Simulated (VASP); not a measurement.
Here is a VASP 6.6.1 calculation.

File INCAR:

```
SYSTEM = C
PREC = Accurate ; ENCUT = 520
EDIFF = 1E-6 ; ISMEAR = -1
SIGMA = 0.05 ; LREAL = .FALSE.
LASPH = .TRUE. ; NELM = 80
ALGO = Normal ; ISIF = 2
LWAVE = .FALSE. ; LCHARG = .FALSE.
NBANDS = 11
```

KPOINTS

```
regular mesh
0
G
  11 11 11
  0 0 0
```

File POSCAR:

```
C
1.0
    1.2280287114      0.7090027071      3.3470114498
   -1.2280287114      0.7090027071      3.3470114498
    0.0000000000     -1.4180054142      3.3470114498
C
2
Direct
    1.2811371076      0.8873873561      0.8873871020
    0.2188628921      0.1126129333      0.1126125867
```

Potentials or basis: VASP PAW LDA potentials, release 64 (C).

Launch:

```sh
$ cat potpaw_LDA.64/C/POTCAR > POTCAR
$ mpirun -np 1 vasp_std > vasp.out
```

**Question.** Estimate the pressure.

**Answer.** -9.4 GPa.

**Question.** What does it give for the band gap on the k mesh?

**Answer.** Zero (band 4 reaches 7.09 eV, above the bottom of band 5 at 2.17 eV).

**Question.** What does it give for the largest force?

**Answer.** 0.584 eV/Å.

Stress tensor (GPa, compression positive):
```
 -8.17  -6.68   2.67
 -6.68  -0.46   1.54
  2.67   1.54 -19.63
```
